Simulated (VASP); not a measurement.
# CO2 (I-42d) in VASP: a series of runs

CO2 is run at these levels: PBE; tasks: single point, relaxation of cell and atoms, relaxation of shape and atoms at fixed volume.

Program: VASP 6.6.1. These are calculated values, not measurements. Logs are shortened: lines on timing, memory, paths and dates and some standing lists are left out, and cuts for length are marked.

## Step 1: The cell of the first run

The structure is tetragonal, space group I-42d (No. 122). Conventional cell: a = 3.965 Å, b = 3.965 Å, c = 5.982 Å, α = 90.00°, β = 90.00°, γ = 90.00°. C (site symmetry -4) has 4 O at 1.40 Å within 1.9 Å. Within 1.9 Å of O (site symmetry 2) lie 2 C at 1.40 Å.

## Step 2: Single point, PBE

Input file INCAR:

```
SYSTEM = CO2
ALGO = Normal ; EDIFF = 1E-6
ENCUT = 520 ; GGA = PE
ISIF = 2 ; ISMEAR = 0
LASPH = .TRUE. ; LCHARG = .FALSE.
LREAL = .FALSE. ; LWAVE = .FALSE.
NBANDS = 25 ; NELM = 100
PREC = Accurate ; SIGMA = 0.02
```

Input file KPOINTS:

```
k-points
0
G
  8 8 8
  0 0 0
```

Input file POSCAR:

```
CO2
1.0
   -1.9824856077      1.9824856077      2.9912364005
    1.9824856077     -1.9824856077      2.9912364005
    1.9824856077      1.9824856077     -2.9912364005
C O
2 4
Direct
    0.0000000000      0.0000000000      0.0000000000
    0.7500000000      0.2500000000      0.5000000000
    0.3750000000      0.2893001686      0.4143001686
    0.7106998314      0.1250000000      0.0856998314
    0.8750000000      0.9606998314      0.5856998314
    0.0393001686      0.6250000000      0.9143001686
```

Potentials or basis: VASP PAW PBE potentials, release 64 (C, O).

Command:

```bash
$ cat potpaw_PBE.64/C/POTCAR potpaw_PBE.64/O/POTCAR > POTCAR
$ mpirun -np 1 vasp_std > vasp.out
```

OUTCAR:

```text
SYSTEM = CO2
   EDIFF = 1E-6
   ENCUT = 520
   GGA = PE
   ISIF = 2
   ISMEAR = 0
   LASPH = .TRUE.
   LREAL = .FALSE.
   NELM = 100
   PREC = Accurate

 ion  position               nearest neighbor table
   1  0.000  0.000  0.000-   6 1.40   4 1.40   5 1.40   3 1.40
   2  0.750  0.250  0.500-   3 1.40   4 1.40   5 1.40   6 1.40
   3  0.375  0.289  0.414-   2 1.40   1 1.40
   4  0.711  0.125  0.086-   1 1.40   2 1.40
   5  0.875  0.961  0.586-   1 1.40   2 1.40
   6  0.039  0.625  0.914-   1 1.40   2 1.40

  LATTYP: Found a body centered tetragonal cell.
 ALAT       =     3.9649712154
 C/A-ratio  =     1.5088313322

  Lattice vectors:

 A1 = (  -1.9824856077,   1.9824856077,   2.9912364005)
 A2 = (   1.9824856077,  -1.9824856077,   2.9912364005)
 A3 = (   1.9824856077,   1.9824856077,  -2.9912364005)

Analysis of symmetry for initial positions (statically):
=====================================================================
 Subroutine PRICEL returns:
 Original cell was already a primitive cell.

 Routine SETGRP: Setting up the symmetry group for a
 body centered tetragonal supercell.

 Subroutine GETGRP returns: Found  8 space group operations
 (whereof  4 operations were pure point group operations)
 out of a pool of 16 trial point group operations.

The static configuration has the point symmetry S_4 .
 The point group associated with its full space group is D_2d.

Analysis of symmetry for dynamics (positions and initial velocities):
=====================================================================
 Subroutine PRICEL returns:
 Original cell was already a primitive cell.

 Routine SETGRP: Setting up the symmetry group for a
 body centered tetragonal supercell.

 Subroutine GETGRP returns: Found  8 space group operations
 (whereof  4 operations were pure point group operations)
 out of a pool of 16 trial point group operations.

The dynamic configuration has the point symmetry S_4 .
 The point group associated with its full space group is D_2d.

 Subroutine INISYM returns: Found  8 space group operations
 (whereof  4 operations are pure point group operations),
 and found     1 'primitive' translations

----------------------------------------------------------------------------------------

                                     Primitive cell

  volume of cell :      47.0252
[... 97 lines left out ...]
   EDIFF  = 0.1E-05   stopping-criterion for ELM
   LREAL  =      F    real-space projection
   EDIFFG = 0.1E-04   stopping-criterion for IOM
   NSW    =      0    number of steps for IOM
   IBRION =     -1    ionic relax: 0-MD 1-quasi-New 2-CG
   NFREE  =      0    steps in history (QN), initial steepest desc. (CG)
   ISIF   =      2    stress and relaxation
   ISYM   =      2    0-nonsym 1-usesym 2-fastsym
   POTIM  = 0.5000    time-step for ionic-motion
   TEBEG  =    0.0;   TEEND  =   0.0 temperature during run
   PSTRESS=    0.0 pullay stress
   NELECT =      32.0000    total number of electrons
   NUPDOWN=      -1.0000    fix difference up-down
   EMIN   =  10.00;   EMAX   =-10.00  energy-range for DOS
   EFERMI =   0.00;   METHOD = LEGACY
   ISMEAR =     0;   SIGMA  =   0.02  broadening in eV -4-tet -1-fermi 0-gaus
   EFERMI_NEDOS =   21; number of points for ismear=-14 and -15
   IALGO  =     38    algorithm
   IMIX   =      4    mixing-type and parameters
     AMIX     =   0.40;   BMIX     =  1.00
     AMIX_MAG =   1.60;   BMIX_MAG =  1.00
  volume/ion in A,a.u.               =       7.84        52.89
  Fermi-wavevector in a.u.,A,eV,Ry     =   1.439952  2.721114 28.211143  2.073461
  Thomas-Fermi vector in A             =   2.558750
   LORBIT       =      0    0 simple, 1 ext, 2 COOP (PROOUT), +10 PAW based schemes
   GGA     = PE    functional components
   LHFCALC =     F    Hartree Fock is set to
   AEXX    =    0.0000 exact exchange contribution
   IVDW    =     0    specifies the selected vdW correction
   LEPSILON=     F    determine dielectric tensor
   LRPA    =     F    only Hartree local field effects (RPA)
 non-spin polarized calculation
 Gauss-broadening in eV      SIGMA  =   0.02
  energy-cutoff  :      520.00
  volume of cell :       47.03
 maximum number of plane-waves:      1307
   NGX = 15   NGY = 15   NGZ = 15

 number of electron      31.9999991 magnetization

 Free energy of the ion-electron system (eV)
  ---------------------------------------------------
  ext. energy  EPLUGINS =         0.00000000
  ---------------------------------------------------
  free energy    TOTEN  =       -43.42843837 eV

  energy without entropy =      -43.42843837  energy(sigma->0) =      -43.42843837

 E-fermi :   2.2889     XC(G=0): -11.0575

 val. band max:        2.1199161280   @ k =   0.5000   0.0000  -0.0000
 cond. band min:       9.7621907112   @ k =   0.0000   0.0000   0.0000
 fundamental gap:      7.6422745832
 Fermi energy:         2.2888981229

 k-point     1 :       0.0000    0.0000    0.0000
  band No.  band energies     occupation
      1     -21.8431      2.00000
      2     -16.7982      2.00000
      3     -16.7982      2.00000
      4     -16.1221      2.00000
      5     -12.4391      2.00000
      6      -7.4936      2.00000
[... 661 lines left out ...]
     24      16.3799      0.00000
     25      17.2425      0.00000

 [... further k-points ...]

------------------------ aborting loop because EDIFF is reached ----------------------------------------

  FORCE on cell =-STRESS in cart. coord.  units (eV):
  Direction    XX          YY          ZZ          XY          YZ          ZX
  --------------------------------------------------------------------------------------
  -------------------------------------------------------------------------------------
  Total        0.4341010      0.4341010      0.3579405      0.0000000      0.0000000      0.0000000
  in kB       14.7900818     14.7900818     12.1952460      0.0000000      0.0000000      0.0000000
  external PRESSURE =      13.9251366 kB  Pullay stress =       0.0000000 kB

 VOLUME and BASIS-vectors are now :
 -----------------------------------------------------------------------------
  energy-cutoff  :      520.00
  volume of cell :       47.03
      direct lattice vectors                 reciprocal lattice vectors
    -1.982485608  1.982485608  2.991236401     0.000000000  0.252208641  0.167154960
     1.982485608 -1.982485608  2.991236401     0.252208641  0.000000000  0.167154960
     1.982485608  1.982485608 -2.991236401     0.252208641  0.252208641  0.000000000

 POSITION                                       TOTAL-FORCE (eV/Angst)
 -----------------------------------------------------------------------------------
      0.00000      0.00000      0.00000         0.000000     -0.000000      0.000000
      0.00000      1.98249      1.49562         0.000000      0.000000      0.000000
      0.65145      0.99124      0.74781         0.077266     -0.000000      0.000000
     -0.99124      1.33104      2.24343         0.000000     -0.077266      0.000000
      1.33104      0.99124      3.73905        -0.077266      0.000000      0.000000
      2.97373      0.65145     -0.74781         0.000000      0.077266      0.000000
 -----------------------------------------------------------------------------------
    total drift:                                0.000005      0.000005      0.000006

  FREE ENERGIE OF THE ION-ELECTRON SYSTEM (eV)
  ---------------------------------------------------
  free  energy   TOTEN  =       -43.4284383736 eV

  energy  without entropy=      -43.4284383736  energy(sigma->0) =      -43.42843837
```

OSZICAR:

```text
N       E                     dE             d eps       ncg     rms          rms(c)
DAV:   1     0.153486408419E+03    0.15349E+03   -0.18489E+04  2950   0.127E+03
DAV:   2    -0.385118852667E+02   -0.19200E+03   -0.18509E+03  3728   0.295E+02
DAV:   3    -0.463715258137E+02   -0.78596E+01   -0.78101E+01  3934   0.586E+01
DAV:   4    -0.464387998566E+02   -0.67274E-01   -0.67217E-01  3521   0.616E+00
DAV:   5    -0.464394383262E+02   -0.63847E-03   -0.63816E-03  3896   0.575E-01    0.130E+01
DAV:   6    -0.434467104352E+02    0.29927E+01   -0.61540E+00  3600   0.204E+01    0.518E+00
DAV:   7    -0.434376603635E+02    0.90501E-02   -0.71195E-01  3753   0.578E+00    0.292E+00
DAV:   8    -0.434318600300E+02    0.58003E-02   -0.69321E-02  3385   0.244E+00    0.555E-01
DAV:   9    -0.434282659744E+02    0.35941E-02   -0.15333E-02  3589   0.106E+00    0.205E-01
DAV:  10    -0.434284744116E+02   -0.20844E-03   -0.23986E-03  3925   0.350E-01    0.731E-02
DAV:  11    -0.434284292427E+02    0.45169E-04   -0.20570E-04  3536   0.116E-01    0.186E-02
DAV:  12    -0.434284379034E+02   -0.86607E-05   -0.23325E-05  3580   0.358E-02    0.534E-03
DAV:  13    -0.434284383736E+02   -0.47022E-06   -0.27034E-06  3371   0.125E-02
   1 F= -.43428438E+02 E0= -.43428438E+02  d E =-.876494E-35
```

stdout:

```text
POSCAR found type information on POSCAR C O
 POSCAR found :  2 types and       6 ions
 scaLAPACK will be used
 LDA part: xc-table for (Slater+PW92), standard interpolation
 POSCAR, INCAR and KPOINTS ok, starting setup
 FFT: planning ... GRIDC
 FFT: planning ... GRID_SOFT
 FFT: planning ... GRID
 WAVECAR not read
 entering main loop
```

It took 54 s on 1 thread of Intel Xeon Platinum 8488C (Sapphire Rapids), shared host; peak memory 0.19 GiB.

Results:

* Free energy: -43.4284 eV
* Pressure: 1.4 GPa
* Largest force: 0.077 eV/Å
* Band gap on the k mesh: 7.64 eV, indirect (least direct gap 8.09 eV)

Forces in eV/Å, atoms in the order of the input:
```
C    0.000  0.000  0.000
C    0.000  0.000  0.000
O    0.077  0.000  0.000
O    0.000 -0.077  0.000
O   -0.077  0.000  0.000
O    0.000  0.077  0.000
```

Levels at points of the mesh, in eV from the valence-band top:
| k point | band 14 | band 15 | band 16 | band 17 | band 18 | band 19 |
| --- | --- | --- | --- | --- | --- | --- |
| (0.00, 0.00, 0.00) | -0.88 | -0.88 | -0.44 | 7.64 | 9.09 | 9.20 |
| (0.50, 0.00, 0.00) | -1.35 | -0.41 | 0.00 | 8.19 | 9.40 | 9.54 |
| (0.50, 0.50, 0.00) | -0.65 | -0.50 | -0.50 | 8.81 | 8.81 | 9.86 |
| (0.50, 0.50, 0.50) | -2.82 | -0.01 | -0.01 | 8.88 | 8.88 | 10.56 |

A k mesh can miss the band edges. As with any semilocal functional, this PBE gap is likely too small.

## Step 3: Relaxation of cell and atoms, PBE

This run uses another cell than the first one, of 7.82 Å³/atom, 0.997 times its volume.

Input file INCAR:

```
SYSTEM = CO2
PREC = Accurate
ENCUT = 600
EDIFF = 1E-7
ISMEAR = 0
SIGMA = 0.02
LREAL = .False.
LASPH = .True.
NELM = 100
ALGO = Normal
ISIF = 3
LWAVE = .False.
LCHARG = .False.
GGA = PE
IBRION = 2
NSW = 100
EDIFFG = -0.005
```

Input file KPOINTS:

```
regular mesh
0
Gamma
  8 8 8
  0 0 0
```

Input file POSCAR:

```
CO2
1.0
   -1.9770548742      1.9770548742      3.0000929068
    1.9770548742     -1.9770548742      3.0000929068
    1.9770548742      1.9770548742     -3.0000929068
C O
2 4
Direct
    0.0000000000      0.0000000000      0.0000000000
    0.7500000000      0.2500000000      0.5000000000
    0.3750000000      0.2899645650      0.4149645650
    0.7100354350      0.1250000000      0.0850354350
    0.8750000000      0.9600354350      0.5850354350
    0.0399645650      0.6250000000      0.9149645650
```

Potentials or basis: VASP PAW PBE potentials, release 64 (C, O).

Command:

```bash
$ cat potpaw_PBE.64/C/POTCAR potpaw_PBE.64/O/POTCAR > POTCAR
$ mpirun -np 1 vasp_std > vasp.out
```

It took 3.5 min on 1 thread of Intel Xeon Platinum 8488C (Sapphire Rapids), shared host; peak memory 0.23 GiB.

Results (log left out):

```
Free energy                            : -43.4501 eV
Relaxed volume                         : 7.84 Å³/atom
Relaxed cell                           : a = 4.102 Å, b = 4.102 Å, c = 4.102 Å, α = 122.19°, β = 122.19°, γ = 86.24°
Space group after relaxing (to 0.05 Å) : I-42d (No. 122)
Energy gained by relaxing              : 0.2 meV/atom
Ionic steps                            : 8
Pressure after relaxing                : 0.1 GPa
Largest force after relaxing           : 0.004 eV/Å
Band gap on the k mesh                 : 7.63 eV, indirect (least direct gap 8.06 eV)
```

Forces on the atoms (eV/Å):
```
C    0.000  0.000  0.000
C    0.000  0.000  0.000
O   -0.004  0.000  0.000
O    0.000  0.004  0.000
O    0.004  0.000  0.000
O    0.000 -0.004  0.000
```

The path:
| step | energy change (eV) | largest force (eV/Å) | pressure (GPa) | volume (Å³) |
| --- | --- | --- | --- | --- |
| 1 | 0.0000 | 0.0787 | 1.07 | 46.91 |
| 2 | 0.0007 | 0.1206 | -1.58 | 47.26 |
| 3 | -0.0008 | 0.0063 | -0.07 | 47.06 |
| 4 | -0.0009 | 0.0080 | -0.02 | 47.05 |
| 5 | -0.0010 | 0.0093 | 0.01 | 47.05 |
| 6 | -0.0010 | 0.0119 | 0.08 | 47.03 |
| 7 | -0.0010 | 0.0112 | 0.07 | 47.04 |
| 8 | -0.0011 | 0.0040 | 0.06 | 47.06 |

Final structure:
```xyz
6
Lattice="-1.9825 1.9825 2.9937 1.9825 -1.9825 2.9937 1.9825 1.9825 -2.9937" Properties=species:S:1:pos:R:3 pbc="T T T"
C     0.0000    0.0000    0.0000
C     0.0000    1.9825    1.4968
O     0.6546    0.9912    0.7484
O    -0.9912    1.3279    2.2453
O     1.3279    0.9912    3.7421
O     2.9737    0.6546   -0.7484
```

Levels at points of the mesh, in eV from the valence-band top:
| k point | band 14 | band 15 | band 16 | band 17 | band 18 | band 19 |
| --- | --- | --- | --- | --- | --- | --- |
| (0.00, 0.00, 0.00) | -0.87 | -0.87 | -0.43 | 7.63 | 9.04 | 9.18 |
| (0.50, 0.00, 0.00) | -1.34 | -0.41 | 0.00 | 8.17 | 9.36 | 9.51 |
| (0.50, 0.50, 0.00) | -0.64 | -0.51 | -0.51 | 8.79 | 8.79 | 9.82 |
| (0.50, 0.50, 0.50) | -2.81 | -0.01 | -0.01 | 8.84 | 8.84 | 10.53 |

A k mesh can miss the band edges. A hybrid or GW would open this gap; PBE tends to underestimate it.

## Step 4: Single point, PBE

This run uses another cell than the first one, of 7.82 Å³/atom, 0.997 times its volume.

Input file INCAR:

```
SYSTEM = CO2
PREC = Accurate
ENCUT = 520
EDIFF = 1E-6
ISMEAR = 0
SIGMA = 0.1
LREAL = .False.
LASPH = .True.
NELM = 100
ALGO = Normal
ISIF = 2
LWAVE = .False.
LCHARG = .False.
GGA = PE
NBANDS = 25
```

KPOINTS is that of step 3.

POSCAR is that of step 3.

Command:

```bash
$ cat potpaw_PBE.64/C/POTCAR potpaw_PBE.64/O/POTCAR > POTCAR
$ mpirun -np 1 vasp_std > vasp.out
```

Run time: 35 s. Hardware: 1 thread of Intel Xeon Platinum 8488C (Sapphire Rapids), shared host; peak memory 0.2 GiB.

It converged, with:

| Quantity | Value |
| --- | --- |
| Free energy | -43.4271 eV |
| Pressure | 1.6 GPa |
| Largest force | 0.082 eV/Å |
| Band gap on the k mesh | 7.66 eV, indirect (least direct gap 8.10 eV) |

Forces on the atoms (eV/Å):
```
C    0.000  0.000  0.000
C    0.000  0.000  0.000
O    0.082  0.000  0.000
O    0.000 -0.082  0.000
O   -0.082  0.000  0.000
O    0.000  0.082  0.000
```

Stress tensor (GPa, compression positive):
```
1.96 0.00 0.00
0.00 1.96 0.00
0.00 0.00 1.00
```

Levels at points of the mesh, in eV from the valence-band top:
```csv
k point,band 12,band 13,band 14,band 15,band 16,band 17,band 18,band 19,band 20,band 21
"(0.00, 0.00, 0.00)",-1.18,-1.18,-0.87,-0.87,-0.45,7.66,9.10,9.19,9.19,12.26
"(0.50, 0.00, 0.00)",-2.24,-1.68,-1.35,-0.40,0.00,8.19,9.41,9.58,10.25,12.38
"(0.50, 0.50, 0.00)",-2.64,-0.64,-0.64,-0.50,-0.50,8.82,8.82,9.88,9.88,11.68
"(0.50, 0.50, 0.50)",-3.09,-2.82,-2.82,0.00,0.00,8.86,8.86,10.59,10.59,11.38
```

A k mesh can miss the band edges. As with any semilocal functional, this PBE gap is likely too small.

(Continued in part 2 of 3.)
